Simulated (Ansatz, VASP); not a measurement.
**Two plane-wave programs on Au**

```
Au
1.0
     2.90000    0.00000    0.00000
    -1.45000    2.51147    0.00000
     0.00000    0.00000    4.88000
Au
2
Direct
  0.33333 0.66667 0.75000
  0.66667 0.33333 0.25000
```

Alike in both runs: task electric field gradients; functional PBE; k mesh 14 × 14 × 8; occupations fermi-dirac, width 0.03 eV; no spin polarisation.

|  | VASP | Ansatz |
| --- | --- | --- |
| version | VASP 6.6.1 | Ansatz 0.2.0 |
| potentials or method | VASP PAW PBE potentials, release 64 (Au_sv_GW) | PAW with Ansatz's default frozen-core files, scalar-relativistic |
| plane-wave cutoff (eV) | 400 | 420 |
| valence electrons in the cell | 38 | 38 |

|  | VASP | Ansatz | Ansatz less VASP |
| --- | --- | --- | --- |
| size of Vzz on the site where it differs most (V/Å²) | 15.6 | 10.8 | -4.85 |

The functional is the same, so the differences come from potentials, cutoffs and numerics.

Neither program's run includes spin-orbit coupling.
